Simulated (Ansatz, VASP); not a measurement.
## One calculation of Ta2C, two programs

```
CELL_PARAMETERS angstrom
3.15244 0.00000 0.00000
-1.57622 2.73009 0.00000
0.00000 0.00000 5.00705
ATOMIC_POSITIONS crystal
Ta 0.33333 0.66667 0.25119
Ta 0.66667 0.33333 0.74881
C 0.00000 0.00000 0.00000
```

Alike in both runs: functional r2SCAN; k mesh 12 × 12 × 7; occupations fermi-dirac, width 0.1 eV; no spin polarisation.

Ansatz relaxed the structure, and its values are those at the end. VASP's run is a single point on that final structure, the one shown.

|  | VASP | Ansatz |
| --- | --- | --- |
| version | VASP 6.6.1 | Ansatz 0.2.0 |
| potentials or method | VASP PAW PBE potentials, release 64 (Ta_pv, C), cutoff 520 eV | PAW plane waves |
| valence electrons in the cell | 26 | 30 |

```csv
,VASP,Ansatz,Ansatz less VASP
pressure (GPa),-9.2,-9.7,-0.59
rms of the force components (eV/Å),0.015,0.000,-0.0153
```

VASP's potentials were made for PBE, not for r2SCAN. With one functional, cell and mesh, what is left measures potentials, basis and numerics. VASP's potentials hold 26 valence electrons a cell and Ansatz's 30, so a difference there can come from the potentials and not from the codes. Ansatz's warnings: stress scf threshold loose.

Neither program's run includes spin-orbit coupling.
